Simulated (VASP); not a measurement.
# Co in VASP: notebook

Co is run at these levels: PBEsol; tasks: relaxation of cell and atoms, single point.

Program: VASP 6.6.1. These are calculated values, not measurements. Logs are shortened: lines on timing, memory, paths and dates and some standing lists are left out, and cuts for length are marked.

### 1 The cell of the first run

Symmetry: Fm-3m, No. 225, cubic system. Conventional cell: a = 3.538 Å, b = 3.538 Å, c = 3.538 Å, α = 90.00°, β = 90.00°, γ = 90.00°. Co (site symmetry m-3m) has 12 Co at 2.50 Å within 3.3 Å.

This isn't the form of Co at room conditions, which is hcp.

### 2 Relaxation of cell and atoms, PBEsol, collinear spin, antiferromagnetic start

File INCAR:

```
SYSTEM = Co
PREC     = Accurate       ! precision mode
ENCUT    = 600            ! plane-wave cutoff, eV
EDIFF    = 1E-6           ! SCF threshold, eV
ISMEAR   = -1             ! smearing method
SIGMA    = 0.05           ! smearing width, eV
LREAL    = .FALSE.        ! projectors in reciprocal space
LASPH    = .TRUE.         ! aspherical terms in the spheres
NELM     = 150            ! most SCF steps
ALGO     = Normal         ! electronic algorithm
ISIF     = 3              ! what is computed and relaxed
LWAVE    = .FALSE.        ! write WAVECAR
LCHARG   = .FALSE.        ! write CHGCAR
ISPIN    = 2              ! spin polarisation
MAGMOM   = 1.7 -1.7       ! initial moments
LORBIT   = 11             ! projections on sites
LMAXMIX  = 4              ! l up to which the mixer works
GGA      = PS             ! functional
IBRION   = 2              ! ionic algorithm
NSW      = 80             ! ionic steps
EDIFFG   = -0.01          ! ionic threshold
```

File KPOINTS:

```
Automatic mesh
0
G
  12 12 9
  0 0 0
```

File POSCAR:

```
Co
1.0
    2.5018880127      0.0000000000      0.0000000000
    0.0000000000      2.5018880127      0.0000000000
    0.0000000000      0.0000000000      3.5382039592
Co
2
Direct
    0.0000000000      0.0000000000      0.0000000000
    0.5000000000      0.5000000000      0.5000000000
```

Potentials or basis: VASP PAW PBE potentials, release 64 (Co).

On the command line:

```bash
> cat potpaw_PBE.64/Co/POTCAR > POTCAR
> mpirun -np 1 vasp_std > vasp.out
```

OUTCAR:

```text
SYSTEM = Co
   PREC = Accurate
   ENCUT = 600
   EDIFF = 1E-6
   ISMEAR = -1
   LREAL = .FALSE.
   LASPH = .TRUE.
   NELM = 150
   ISIF = 3
   ISPIN = 2
   LORBIT = 11
   GGA = PS
   IBRION = 2
   NSW = 80
   EDIFFG = -0.01

 ion  position               nearest neighbor table
   1  0.000  0.000  0.000-   2 2.50   2 2.50   2 2.50   2 2.50   2 2.50   2 2.50   2 2.50   2 2.50

   2  0.500  0.500  0.500-   1 2.50   1 2.50   1 2.50   1 2.50   1 2.50   1 2.50   1 2.50   1 2.50

  LATTYP: Found a simple tetragonal cell.
 ALAT       =     2.5018880127
 C/A-ratio  =     1.4142135624

  Lattice vectors:

 A1 = (   2.5018880127,   0.0000000000,   0.0000000000)
 A2 = (   0.0000000000,   2.5018880127,   0.0000000000)
 A3 = (   0.0000000000,   0.0000000000,   3.5382039592)

Analysis of symmetry for initial positions (statically):
=====================================================================
 Subroutine PRICEL returns following result:

  LATTYP: Found a face centered cubic cell.
 ALAT       =     3.5382039591
[... 12 lines left out ...]
 Subroutine GETGRP returns: Found 16 space group operations
 (whereof 16 operations were pure point group operations)
 out of a pool of 16 trial point group operations.

The static configuration has the point symmetry D_4h.

Analysis of symmetry for dynamics (positions and initial velocities):
=====================================================================
 Subroutine PRICEL returns following result:

  LATTYP: Found a face centered cubic cell.
 ALAT       =     3.5382039591
[... 12 lines left out ...]
 Subroutine GETGRP returns: Found 16 space group operations
 (whereof 16 operations were pure point group operations)
 out of a pool of 16 trial point group operations.

The dynamic configuration has the point symmetry D_4h.

Analysis of structural, dynamic, and magnetic symmetry:
=====================================================================
 Subroutine PRICEL returns following result:

  LATTYP: Found a face centered cubic cell.
 ALAT       =     3.5382039591
[... 12 lines left out ...]
 Subroutine GETGRP returns: Found 16 space group operations
 (whereof 16 operations were pure point group operations)
 out of a pool of 16 trial point group operations.

The overall configuration has the point symmetry D_4h.

 Subroutine INISYM returns: Found 16 space group operations
 (whereof 16 operations are pure point group operations),
 and found     2 'primitive' translations

----------------------------------------------------------------------------------------

                                     Primitive cell

[... 94 lines left out ...]
   ISIF   =      3    stress and relaxation
   ISYM   =      2    0-nonsym 1-usesym 2-fastsym
   POTIM  = 0.5000    time-step for ionic-motion
   TEBEG  =    0.0;   TEEND  =   0.0 temperature during run
   PSTRESS=    0.0 pullay stress
   NELECT =      18.0000    total number of electrons
   NUPDOWN=      -1.0000    fix difference up-down
   EMIN   =  10.00;   EMAX   =-10.00  energy-range for DOS
   EFERMI =   0.00;   METHOD = LEGACY
   ISMEAR =    -1;   SIGMA  =   0.05  broadening in eV -4-tet -1-fermi 0-gaus
   EFERMI_NEDOS =   21; number of points for ismear=-14 and -15
   IALGO  =     38    algorithm
   IMIX   =      4    mixing-type and parameters
     AMIX     =   0.40;   BMIX     =  1.00
     AMIX_MAG =   1.60;   BMIX_MAG =  1.00
  volume/ion in A,a.u.               =      11.07        74.73
  Fermi-wavevector in a.u.,A,eV,Ry     =   1.527775  2.887077 31.757320  2.334097
  Thomas-Fermi vector in A             =   2.635625
   LORBIT       =     11    0 simple, 1 ext, 2 COOP (PROOUT), +10 PAW based schemes
   GGA     = PS    functional components
   LHFCALC =     F    Hartree Fock is set to
   AEXX    =    0.0000 exact exchange contribution
   IVDW    =     0    specifies the selected vdW correction
   LEPSILON=     F    determine dielectric tensor
   LRPA    =     F    only Hartree local field effects (RPA)
 conjugate gradient relaxation of ions
 spin polarized calculation
  energy-cutoff  :      600.00
  volume of cell :       22.15
 maximum number of plane-waves:       760
 NGX is ok and might be reduce to    20
   NGX =  9   NGY =  9   NGZ = 15

--------------------------------------- Ionic step        1  -------------------------------------------

 number of electron      17.9999984 magnetization       0.0000000

 number of electron      17.9999984 magnetization      -0.0000000

 Free energy of the ion-electron system (eV)
  ---------------------------------------------------
  ext. energy  EPLUGINS =         0.00000000
  ---------------------------------------------------
  free energy    TOTEN  =       -14.97397834 eV

  energy without entropy =      -14.93541201  energy(sigma->0) =      -14.95469517

 E-fermi :   9.6152     XC(G=0): -13.4771

 val. band max:        9.6070450822   @ k =   0.3333   0.3333   0.3333
 cond. band min:       9.6375440251   @ k =   0.0833   0.0000   0.0000
 fundamental gap:      0.0304989429
 Fermi energy:         9.6152203574

 spin component 1

 k-point     1 :       0.0000    0.0000    0.0000
  band No.  band energies     occupation
      1       0.9476      1.00000
      2       5.2494      1.00000
      3       5.8558      1.00000
      4       7.8708      1.00000
      5       7.8708      1.00000
      6       7.8728      1.00000
      7       9.1083      0.99996
      8       9.1101      0.99996
      9       9.9146      0.00250
     10      10.1146      0.00005
     11      10.1146      0.00005
     12      12.3066      0.00000
[... 984 lines left out ...]
 number of electron      18.0000012 magnetization       0.0000000

 number of electron      18.0000012 magnetization      -0.0000000

 Free energy of the ion-electron system (eV)
  ---------------------------------------------------
  ext. energy  EPLUGINS =         0.00000000
  ---------------------------------------------------
  free energy    TOTEN  =       -15.19499005 eV

  energy without entropy =      -15.16453157  energy(sigma->0) =      -15.17976081

 E-fermi :  11.4513     XC(G=0): -14.1871

 val. band max:       11.4405368525   @ k =   0.3333   0.3333   0.3333
 cond. band min:      11.4662718971   @ k =   0.0833   0.0000   0.0000
 fundamental gap:      0.0257350446
 Fermi energy:        11.4512846702

 spin component 1

 k-point     1 :       0.0000    0.0000    0.0000
  band No.  band energies     occupation
      1       1.9846      1.00000
      2       6.2790      1.00000
      3       6.9762      1.00000
      4       9.3709      1.00000
      5       9.3709      1.00000
      6       9.3748      1.00000
      7      10.8461      0.99999
      8      10.8464      0.99999
      9      11.8075      0.00081
     10      12.0515      0.00001
     11      12.0515      0.00001
     12      14.2966      0.00000
[... 786 lines left out ...]
  FREE ENERGIE OF THE ION-ELECTRON SYSTEM (eV)
  ---------------------------------------------------
  free  energy   TOTEN  =       -15.1949900545 eV

  energy  without entropy=      -15.1645315740  energy(sigma->0) =      -15.17976081

 reached required accuracy - stopping structural energy minimisation

 total charge

# of ion       s       p       d       tot
------------------------------------------
    1        0.529   0.610   7.336   8.475
    2        0.529   0.610   7.336   8.475
--------------------------------------------------
tot          1.058   1.221  14.672  16.950

 magnetization (x)

# of ion       s       p       d       tot
------------------------------------------
    1       -0.000  -0.000   0.000   0.000
    2        0.000   0.000  -0.000  -0.000
--------------------------------------------------
tot          0.000   0.000   0.000   0.000
```

OSZICAR:

```text
N       E                     dE             d eps       ncg     rms          rms(c)
DAV:   1     0.959701485688E+02    0.95970E+02   -0.90413E+03  7344   0.201E+03
DAV:   2    -0.148565303045E+02   -0.11083E+03   -0.10483E+03  7295   0.310E+02
[... 60 lines left out ...]
       N       E                     dE             d eps       ncg     rms          rms(c)
DAV:   1    -0.151961135715E+02   -0.12206E-02   -0.16796E-02  7330   0.252E+00    0.263E-01
DAV:   2    -0.151952015872E+02    0.91198E-03   -0.66633E-03  7485   0.166E+00    0.725E-02
DAV:   3    -0.151950212905E+02    0.18030E-03   -0.74252E-04  7480   0.567E-01    0.367E-02
DAV:   4    -0.151949902072E+02    0.31083E-04   -0.11685E-05 10350   0.478E-02    0.430E-03
DAV:   5    -0.151949900545E+02    0.15262E-06   -0.56975E-07  4038   0.984E-03
   7 F= -.15194990E+02 E0= -.15179761E+02  d E =-.387161E-04  mag=     0.0000
```

CONTCAR:

```text
Co
   1.00000000000000
     2.4056046634545787    0.0000000000000000    0.0000000000000000
     0.0000000000000000    2.4056046634545787    0.0000000000000000
    -0.0000000000000000    0.0000000000000000    3.4011696555847704
  Co
     2
Direct
     0.0000000000000000    0.0000000000000000    0.0000000000000000
     0.5000000000000000    0.5000000000000000    0.5000000000000000

  0.00000000E+00  0.00000000E+00  0.00000000E+00
  0.00000000E+00  0.00000000E+00  0.00000000E+00
```

Wall time 6.1 min (1 thread of Oxide Virtual Turin-like, shared host); peak memory 0.17 GiB.

What came out:

- Free energy: -15.1950 eV
- Relaxed volume: 9.84 Å³/atom
- Relaxed cell: a = 2.406 Å, b = 2.406 Å, c = 3.401 Å, α = 90.00°, β = 90.00°, γ = 90.00°
- Space group after relaxing (to 0.1 Å): Fm-3m (No. 225)
- Energy gained by relaxing: 110.5 meV/atom
- Ionic steps: 7
- Pressure after relaxing: 0.0 GPa
- Band gap on the k mesh: zero (filled and empty bands overlap)
- Net moment: 0.00 μB per cell
- Valence electrons inside the program's atomic spheres: Co 8.47

The path:
```csv
step,energy change (eV),largest force (eV/Å),pressure (GPa),volume (Å³)
1,0.0000,0.0000,-25.54,22.15
2,0.2301,0.0000,61.15,16.96
3,-0.2207,0.0000,-1.19,19.77
4,-0.2210,0.0000,-0.20,19.70
5,-0.2210,0.0000,0.48,19.65
6,-0.2209,0.0000,-0.71,19.73
7,-0.2210,0.0000,0.04,19.68
```

Final structure:
```
Co
1.0
     2.40560    0.00000    0.00000
     0.00000    2.40560    0.00000
     0.00000    0.00000    3.40117
Co
2
Direct
  0.00000 0.00000 0.00000
  0.50000 0.50000 0.50000
```

Caveat: the moments typed at the start vanished in this run; the PAW data sets were made with another functional, which shifts forces and pressure a little.

### 3 Single point, PBEsol, collinear spin, antiferromagnetic start

This run uses another cell than the first one, of 9.88 Å³/atom.

File INCAR:

```
PREC = Accurate ; ENCUT = 520
EDIFF = 1E-6 ; ISMEAR = -1
SIGMA = 0.05 ; LREAL = F
LASPH = T ; NELM = 150
ALGO = Normal ; ISIF = 2
LWAVE = F ; LCHARG = T
ISPIN = 2 ; MAGMOM = 1.7 -1.7
LORBIT = 11 ; LMAXMIX = 4
GGA = PS ; LELF = T
LVHAR = T ; NBANDS = 20
```

File KPOINTS:

```
Automatic mesh
0
Gamma
  21 21 15
```

File POSCAR:

```
Co
1.0
    2.4089170383      0.0000000000      0.0000000000
    0.0000000000      2.4089170383      0.0000000000
    0.0000000000      0.0000000000      3.4056643641
Co
2
Direct
    0.0000000000      0.0000000000      0.0000000000
    0.5000000000      0.5000000000      0.5000000000
```

Potentials or basis: VASP PAW PBE potentials, release 64 (Co).

On the command line:

```bash
> cat potpaw_PBE.64/Co/POTCAR > POTCAR
> mpirun -np 1 vasp_std > vasp.out
```

Run time: 8.4 min. Hardware: 1 thread of Oxide Virtual Turin-like, shared host; peak memory 0.33 GiB.

Results (log left out):

| Quantity | Value |
| --- | --- |
| Free energy | -15.1914 eV |
| Pressure | -0.9 GPa |
| Band gap on the k mesh | zero (filled and empty bands overlap) |
| Net moment | 0.00 μB per cell |
| Valence electrons inside the program's atomic spheres | Co 8.47 |

Stress tensor (GPa, compression positive):
```
-0.92  0.00  0.00
 0.00 -0.92  0.00
 0.00  0.00 -0.82
```

Levels at points of the mesh, in eV from the Fermi level:
Spin up:
```
           k point  band 7  band 8  band 9  band 10  band 11  band 12
(0.00, 0.00, 0.00)   -0.60   -0.60    0.35     0.60     0.60     2.84
```
Spin down:
| k point | band 5 | band 6 | band 7 | band 8 | band 9 | band 10 | band 11 | band 12 | band 13 | band 14 |
| --- | --- | --- | --- | --- | --- | --- | --- | --- | --- | --- |
| (0.00, 0.00, 0.00) | -2.07 | -2.07 | -0.60 | -0.60 | 0.35 | 0.60 | 0.60 | 2.84 | 11.13 | 16.06 |

Caveat: the moments typed at the start vanished in this run; the PAW data sets were made with another functional, which shifts forces and pressure a little.

The gap in the log of VASP goes by the Fermi energy; the results here count the filled bands.